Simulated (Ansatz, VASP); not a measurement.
## Two plane-wave programs on H

The input INCAR:

```
PREC = Accurate
ENCUT = 520
EDIFF = 1E-6
ISMEAR = 0
SIGMA = 0.05
LREAL = False
LASPH = True
NELM = 100
ALGO = Normal
ISIF = 2
LWAVE = False
LCHARG = True
GGA = PE
LELF = True
LVHAR = True
NBANDS = 6
```

Contents of KPOINTS:

```
regular mesh
0
Gamma
  14 14 34
```

File POSCAR:

```
H
1.0
    2.9015663902      0.0235817848      0.0384462581
    0.0235817848      2.6096821867     -0.1131130778
    0.0142269523     -0.0418572428      1.0341945172
H
1
Direct
    0.0000000000      0.0000000000      0.5000000000
```

Input for Ansatz:

```yaml
crystal:
  lattice:
    - [2.9015663902, 0.0235817848, 0.0384462581]
    - [0.0235817848, 2.6096821867, -0.1131130778]
    - [0.0142269523, -0.0418572428, 1.0341945172]
  atoms:
    - { symbol: H, position: [0.0, 0.0, 0.5] }
basis:
  ecutwfc: 420
kpoints:
  mp_grid: { grid: [14, 14, 34] }
hamiltonian:
  xc: pbe
scf:
  occupations: { method: gaussian, width: 0.05 }
output:
  forces: true
  stress: true
  eigenvalues: true
```

Alike in both runs: task single point; functional PBE; k mesh 14 × 14 × 34; occupations gaussian, width 0.05 eV; no spin polarisation.

```csv
,VASP,Ansatz
version,VASP 6.6.1,Ansatz 0.2.0
potentials or method,"VASP PAW PBE potentials, release 64 (H), cutoff 520 eV","scalar-relativistic, plane waves, PAW"
valence electrons in the cell,1,1
```

VASP gave:

| Property | Result |
| --- | --- |
| gap on the k mesh at the Fermi level (eV) | none |
| pressure (GPa) | -3.5 |
| traceless stress, the component that is largest in VASP (GPa) | -9.58 |

Task: Estimate Ansatz's values.

Result: gap on the k mesh at the Fermi level (eV): none; pressure (GPa): -3.2; traceless stress, the component that is largest in VASP (GPa): -9.52.

A gap of «none» marks a metal or a gap that the smearing closes. The functional is the same, so the differences come from potentials, cutoffs and numerics.
